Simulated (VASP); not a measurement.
## MgS: single point with r2SCAN

The system is MgS.

```xyz
2
Lattice="0.0000 2.7176 2.9750 2.7176 0.0000 2.9750 2.7176 2.7176 0.0000" Properties=species:S:1:pos:R:3 pbc="T T T"
Mg    0.0000    0.0000    0.0000
S     1.3588    1.3588    1.4875
```

This cell differs from its parent crystal: epitaxial xy strain -4.0%.

| Property | Result |
| --- | --- |
| Program | VASP 6.6.1 |
| Task | single point |
| Functional | r2SCAN |
| Potentials or basis | VASP PAW PBE potentials, release 64 (Mg, S) |
| Cutoff | 520 eV |
| k mesh | 8 × 8 × 8 |
| Occupations | gaussian, width 0.01 eV |
| Spin | no spin polarisation |
| Dipole correction | no |
| Further INCAR settings | ALGO = Normal; EDIFF = 1e-06; NBANDS = 11 |

```
Pressure               : 1.5 GPa
Band gap on the k mesh : 4.12 eV, indirect (least direct gap 4.16 eV)
```

Stress tensor (GPa, compression positive):
```
 2.42  0.00  0.00
 0.00  2.42  0.00
 0.00  0.00 -0.28
```

Levels at points of the mesh, in eV from the valence-band top:
| k point | band 1 | band 2 | band 3 | band 4 | band 5 | band 6 | band 7 | band 8 | band 9 |
| --- | --- | --- | --- | --- | --- | --- | --- | --- | --- |
| (0.00, 0.00, 0.00) | -11.96 | -0.31 | -0.01 | -0.01 | 4.15 | 8.54 | 8.62 | 8.62 | 10.51 |
| (0.50, 0.00, 0.00) | -11.21 | -3.37 | -0.71 | -0.19 | 5.63 | 7.90 | 8.61 | 9.36 | 13.51 |
| (0.50, 0.50, 0.00) | -11.09 | -3.31 | -0.88 | -0.88 | 4.38 | 6.63 | 11.54 | 13.68 | 13.68 |
| (0.50, 0.00, 0.50) | -10.91 | -2.88 | -1.36 | -1.32 | 4.12 | 5.97 | 12.26 | 12.60 | 13.74 |

It took 73 s on 1 thread of Intel(R) Xeon(R) 6975P-C (Granite Rapids) (shared host), peak memory 0.18 GiB.

Caveat: the cell differs from its parent crystal (epitaxial xy strain -4.0%); the PAW data sets were made with another functional, which shifts forces and pressure a little. A k mesh can miss the band edges.
